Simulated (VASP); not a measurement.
# ZnO (P6_3mc) in VASP: notebook

Runs on ZnO. Level: PBEsol. Tasks: single point, relaxation of the atoms.

All numbers are computed with VASP 6.6.1; they aren't measurements. Logs are shortened: lines on timing, memory, paths and dates and some standing lists are left out, and cuts for length are marked.

## Step 1: The cell of the first run

It takes space group P6_3mc (No. 186, hexagonal). Conventional cell: a = 3.250 Å, b = 3.250 Å, c = 5.205 Å, α = 90.00°, β = 90.00°, γ = 120.00°. Zn (site symmetry 3m) has 4 O at 1.98 Å within 2.6 Å. Within 2.6 Å of O (site symmetry 3m) lie 4 Zn at 1.98 Å.

## Step 2: Single point, PBEsol

Contents of INCAR:

```
PREC = Accurate
ENCUT = 520
EDIFF = 1E-6
ISMEAR = 0
SIGMA = 0.02
LREAL = False
LASPH = True
NELM = 100
ALGO = Normal
ISIF = 2
LWAVE = False
LCHARG = False
GGA = PS
NBANDS = 26
```

Contents of KPOINTS:

```
regular mesh
0
Gamma
  9 9 6
```

Contents of POSCAR:

```
ZnO
1.0
    3.2500000000      0.0000000000      0.0000000000
   -1.6250000000      2.8145825623      0.0000000000
    0.0000000000      0.0000000000      5.2050000000
Zn O
2 2
Direct
    0.3333333333      0.6666666667      0.0005152930
    0.6666666667      0.3333333333      0.5005152930
    0.3333333333      0.6666666667      0.3814847070
    0.6666666667      0.3333333333      0.8814847070
```

Potentials or basis: VASP PAW PBE potentials, release 64 (Zn, O).

Started as:

```sh
$ cat potpaw_PBE.64/Zn/POTCAR potpaw_PBE.64/O/POTCAR > POTCAR
$ mpirun -np 1 vasp_std > vasp.out
```

OUTCAR:

```text
PREC = Accurate
   ENCUT = 520
   EDIFF = 1E-6
   ISMEAR = 0
   LREAL = False
   LASPH = True
   NELM = 100
   ISIF = 2
   GGA = PS

 ion  position               nearest neighbor table
   1  0.333  0.667  0.001-   4 1.98   4 1.98   4 1.98   3 1.98
   2  0.667  0.333  0.501-   3 1.98   3 1.98   3 1.98   4 1.98
   3  0.333  0.667  0.381-   2 1.98   2 1.98   2 1.98   1 1.98
   4  0.667  0.333  0.881-   1 1.98   1 1.98   1 1.98   2 1.98

  LATTYP: Found a hexagonal cell.
 ALAT       =     3.2500000000
 C/A-ratio  =     1.6015384615

  Lattice vectors:

 A1 = (   3.2500000000,   0.0000000000,   0.0000000000)
 A2 = (  -1.6250000000,   2.8145825623,   0.0000000000)
 A3 = (   0.0000000000,   0.0000000000,   5.2050000000)

Analysis of symmetry for initial positions (statically):
=====================================================================
 Subroutine PRICEL returns:
 Original cell was already a primitive cell.

 Routine SETGRP: Setting up the symmetry group for a
 hexagonal supercell.

 Subroutine GETGRP returns: Found 12 space group operations
 (whereof  6 operations were pure point group operations)
 out of a pool of 24 trial point group operations.

The static configuration has the point symmetry C_3v.
 The point group associated with its full space group is C_6v.

Analysis of symmetry for dynamics (positions and initial velocities):
=====================================================================
 Subroutine PRICEL returns:
 Original cell was already a primitive cell.

 Routine SETGRP: Setting up the symmetry group for a
 hexagonal supercell.

 Subroutine GETGRP returns: Found 12 space group operations
 (whereof  6 operations were pure point group operations)
 out of a pool of 24 trial point group operations.

The dynamic configuration has the point symmetry C_3v.
 The point group associated with its full space group is C_6v.

 Subroutine INISYM returns: Found 12 space group operations
 (whereof  6 operations are pure point group operations),
 and found     1 'primitive' translations

----------------------------------------------------------------------------------------

                                     Primitive cell

  volume of cell :      47.6122

  direct lattice vectors                    reciprocal lattice vectors
     3.250000000  0.000000000  0.000000000     0.307692308  0.177646237  0.000000000
    -1.625000000  2.814582562  0.000000000     0.000000000  0.355292473  0.000000000
     0.000000000  0.000000000  5.205000000     0.000000000  0.000000000  0.192122959

  length of vectors
     3.250000000  3.250000000  5.205000000     0.355292473  0.355292473  0.192122959

  position of ions in fractional coordinates (direct lattice)
     0.333333333  0.666666667  0.000515293
     0.666666667  0.333333333  0.500515293
     0.333333333  0.666666667  0.381484707
     0.666666667  0.333333333  0.881484707

  ion indices of the primitive-cell ions
   primitive index   ion index
                 1           1
                 2           2
                 3           3
                 4           4

----------------------------------------------------------------------------------------

 KPOINTS: regular mesh

Automatic generation of k-mesh.
 Grid dimensions read from file:
 generate k-points for:    9    9    6

 Generating k-lattice:

  Cartesian coordinates                     Fractional coordinates (reciprocal lattice)
     0.034188034  0.019738471  0.000000000     0.111111111 -0.000000000  0.000000000
     0.000000000  0.039476941  0.000000000     0.000000000  0.111111111  0.000000000
     0.000000000  0.000000000  0.032020493     0.000000000  0.000000000  0.166666667

  Length of vectors
     0.039476941  0.039476941  0.032020493

  Shift w.r.t. Gamma in fractional coordinates (k-lattice)
     0.000000000  0.000000000  0.000000000

 Subroutine IBZKPT returns following result:
 ===========================================

 Found     48 irreducible k-points:

 Following reciprocal coordinates:
            Coordinates               Weight
  0.000000  0.000000  0.000000      1.000000
  0.111111  0.000000  0.000000      6.000000
  0.222222  0.000000  0.000000      6.000000
  0.333333  0.000000  0.000000      6.000000
  0.444444  0.000000  0.000000      6.000000
  0.111111  0.111111  0.000000      6.000000
[... 16 lines left out ...]
  0.333333  0.222222  0.166667     24.000000
  0.333333  0.333333  0.166667      4.000000
 [... further k-points ...]
   k-points           NKPTS =     48   k-points in BZ     NKDIM =     48   number of bands    NBANDS=     26
   number of dos      NEDOS =    301   number of ions     NIONS =      4
   total plane-waves  NPLWV =  23040
   dimension x,y,z NGX =    24 NGY =   24 NGZ =   40
   dimension x,y,z NGXF=    48 NGYF=   48 NGZF=   80
   ions per type =               2   2
   NGX,Y,Z   is equivalent  to a cutoff of  12.28, 12.28, 12.78 a.u.
   NGXF,Y,Z  is equivalent  to a cutoff of  24.55, 24.55, 25.55 a.u.
 SYSTEM =  unknown system
   PREC   = accura    normal or accurate (medium, high low for compatibility)
   ISTART =      0    job   : 0-new  1-cont  2-samecut
   ICHARG =      2    charge: 1-file 2-atom 10-const
   ISPIN  =      1    spin polarized calculation?
   LNONCOLLINEAR =      F non collinear calculations
   LSORBIT =      F    spin-orbit coupling
   LASPH  =      T    aspherical Exc in radial PAW
   ENCUT  =  520.0 eV  38.22 Ry    6.18 a.u.   6.04  6.04  9.68*2*pi/ulx,y,z
   NELM   =    100;   NELMIN=  2; NELMDL= -5     # of ELM steps
   EDIFF  = 0.1E-05   stopping-criterion for ELM
   LREAL  =      F    real-space projection
   EDIFFG = 0.1E-04   stopping-criterion for IOM
   NSW    =      0    number of steps for IOM
   IBRION =     -1    ionic relax: 0-MD 1-quasi-New 2-CG
   NFREE  =      0    steps in history (QN), initial steepest desc. (CG)
   ISIF   =      2    stress and relaxation
   ISYM   =      2    0-nonsym 1-usesym 2-fastsym
   POTIM  = 0.5000    time-step for ionic-motion
   TEBEG  =    0.0;   TEEND  =   0.0 temperature during run
   PSTRESS=    0.0 pullay stress
   NELECT =      36.0000    total number of electrons
   NUPDOWN=      -1.0000    fix difference up-down
   EMIN   =  10.00;   EMAX   =-10.00  energy-range for DOS
   EFERMI =   0.00;   METHOD = LEGACY
   ISMEAR =     0;   SIGMA  =   0.02  broadening in eV -4-tet -1-fermi 0-gaus
   EFERMI_NEDOS =   21; number of points for ismear=-14 and -15
   IALGO  =     38    algorithm
   IMIX   =      4    mixing-type and parameters
     AMIX     =   0.40;   BMIX     =  1.00
     AMIX_MAG =   1.60;   BMIX_MAG =  1.00
  volume/ion in A,a.u.               =      11.90        80.33
  Fermi-wavevector in a.u.,A,eV,Ry     =   1.491430  2.818395 30.264315  2.224364
  Thomas-Fermi vector in A             =   2.604086
   LORBIT       =      0    0 simple, 1 ext, 2 COOP (PROOUT), +10 PAW based schemes
   GGA     = PS    functional components
   LHFCALC =     F    Hartree Fock is set to
   AEXX    =    0.0000 exact exchange contribution
   IVDW    =     0    specifies the selected vdW correction
   LEPSILON=     F    determine dielectric tensor
   LRPA    =     F    only Hartree local field effects (RPA)
 non-spin polarized calculation
 Gauss-broadening in eV      SIGMA  =   0.02
  energy-cutoff  :      520.00
  volume of cell :       47.61
 maximum number of plane-waves:      1302
   NGX = 13   NGY = 13   NGZ = 19

 number of electron      36.0000018 magnetization

 Free energy of the ion-electron system (eV)
  ---------------------------------------------------
  ext. energy  EPLUGINS =         0.00000000
  ---------------------------------------------------
  free energy    TOTEN  =       -19.41094630 eV

  energy without entropy =      -19.41094630  energy(sigma->0) =      -19.41094630

 E-fermi :   1.1703     XC(G=0): -11.1838

 val. band max:        1.0459524392   @ k =   0.0000   0.0000   0.0000
 cond. band min:       1.7309257499   @ k =   0.0000   0.0000   0.0000
 fundamental gap:      0.6849733106
 Fermi energy:         1.1703401629

 k-point     1 :       0.0000    0.0000    0.0000
  band No.  band energies     occupation
      1     -16.9919      2.00000
      2     -16.2421      2.00000
      3      -4.6695      2.00000
      4      -4.6695      2.00000
      5      -4.6450      2.00000
      6      -4.5992      2.00000
[... 18 lines left out ...]
     25      15.0376      0.00000
     26      15.0376      0.00000

 k-point     2 :       0.1111    0.0000    0.0000
  band No.  band energies     occupation
      1     -16.9232      2.00000
      2     -16.2122      2.00000
      3      -4.7520      2.00000
      4      -4.6296      2.00000
      5      -4.5610      2.00000
      6      -4.5526      2.00000
[... 18 lines left out ...]
     25      15.1755      0.00000
     26      15.1932      0.00000

 k-point     3 :       0.2222    0.0000    0.0000
  band No.  band energies     occupation
      1     -16.7393      2.00000
      2     -16.1406      2.00000
      3      -4.9096      2.00000
      4      -4.5745      2.00000
      5      -4.5357      2.00000
      6      -4.4263      2.00000
[... 18 lines left out ...]
     25      14.3714      0.00000
     26      15.1844      0.00000

 k-point     4 :       0.3333    0.0000    0.0000
  band No.  band energies     occupation
      1     -16.5052      2.00000
      2     -16.0749      2.00000
      3      -4.9972      2.00000
      4      -4.6342      2.00000
      5      -4.4493      2.00000
      6      -4.2556      2.00000
[... 18 lines left out ...]
     25      14.3403      0.00000
     26      15.0000      0.00000

 k-point     5 :       0.4444    0.0000    0.0000
  band No.  band energies     occupation
      1     -16.3206      2.00000
      2     -16.0579      2.00000
      3      -4.9436      2.00000
      4      -4.7176      2.00000
      5      -4.4087      2.00000
      6      -4.0847      2.00000
[... 18 lines left out ...]
     25      14.1734      0.00000
     26      15.1190      0.00000

 k-point     6 :       0.1111    0.1111    0.0000
  band No.  band energies     occupation
      1     -16.7967      2.00000
      2     -16.1615      2.00000
      3      -4.8357      2.00000
      4      -4.6364      2.00000
      5      -4.5034      2.00000
      6      -4.4948      2.00000
[... 427 lines left out ...]
 k-point    21 :       0.4444    0.1111    0.1667
  band No.  band energies     occupation
      1     -16.2488      2.00000
      2     -16.0724      2.00000
      3      -4.9031      2.00000
      4      -4.7340      2.00000
      5      -4.4091      2.00000
      6      -4.1294      2.00000
[... 18 lines left out ...]
     25      13.7060      0.00000
     26      14.8382      0.00000

 k-point    22 :       0.2222    0.2222    0.1667
  band No.  band energies     occupation
      1     -16.3676      2.00000
      2     -16.0770      2.00000
      3      -4.8326      2.00000
      4      -4.7374      2.00000
      5      -4.3664      2.00000
      6      -4.3317      2.00000
[... 18 lines left out ...]
     25      12.8098      0.00000
     26      16.0325      0.00000

 k-point    23 :       0.3333    0.2222    0.1667
  band No.  band energies     occupation
      1     -16.2162      2.00000
      2     -16.0731      2.00000
      3      -4.7585      2.00000
      4      -4.5714      2.00000
      5      -4.3979      2.00000
      6      -4.2097      2.00000
[... 18 lines left out ...]
     25      13.5727      0.00000
     26      15.0998      0.00000

 k-point    24 :       0.3333    0.3333    0.1667
  band No.  band energies     occupation
      1     -16.1183      2.00000
      2     -16.1183      2.00000
      3      -4.6798      2.00000
      4      -4.4314      2.00000
      5      -4.4314      2.00000
      6      -4.0848      2.00000
[... 18 lines left out ...]
     25      14.2602      0.00000
     26      15.3055      0.00000

 [... further k-points ...]

------------------------ aborting loop because EDIFF is reached ----------------------------------------

  FORCE on cell =-STRESS in cart. coord.  units (eV):
  Direction    XX          YY          ZZ          XY          YZ          ZX
  --------------------------------------------------------------------------------------
  -------------------------------------------------------------------------------------
  Total       -0.2476446     -0.2476446      0.0134627      0.0000000      0.0000000     -0.0000000
  in kB       -8.3333844     -8.3333844      0.4530292      0.0000000      0.0000000     -0.0000000
  external PRESSURE =      -5.4045798 kB  Pullay stress =       0.0000000 kB

 VOLUME and BASIS-vectors are now :
 -----------------------------------------------------------------------------
  energy-cutoff  :      520.00
  volume of cell :       47.61
      direct lattice vectors                 reciprocal lattice vectors
     3.250000000  0.000000000  0.000000000     0.307692308  0.177646237  0.000000000
    -1.625000000  2.814582562  0.000000000     0.000000000  0.355292473  0.000000000
     0.000000000  0.000000000  5.205000000     0.000000000  0.000000000  0.192122959

 POSITION                                       TOTAL-FORCE (eV/Angst)
 -----------------------------------------------------------------------------------
     -0.00000      1.87639      0.00268        -0.000000      0.000000     -0.000723
      1.62500      0.93819      2.60518         0.000000     -0.000000     -0.000723
     -0.00000      1.87639      1.98563        -0.000000     -0.000000      0.000723
      1.62500      0.93819      4.58813         0.000000      0.000000      0.000723
 -----------------------------------------------------------------------------------
    total drift:                               -0.000001     -0.000001      0.000651

  FREE ENERGIE OF THE ION-ELECTRON SYSTEM (eV)
  ---------------------------------------------------
  free  energy   TOTEN  =       -19.4109462985 eV

  energy  without entropy=      -19.4109462985  energy(sigma->0) =      -19.41094630
```

It took 33 s on 1 thread of AMD EPYC 9R45 (Zen 5), shared host; peak memory 0.15 GiB.

Results:

| Property | Result |
| --- | --- |
| Free energy | -19.4109 eV |
| Pressure | -0.5 GPa |
| Band gap on the k mesh | 0.68 eV |

Caveat: the PAW data sets were made with another functional, which shifts forces and pressure a little.

(Continued in part 2 of 2.)
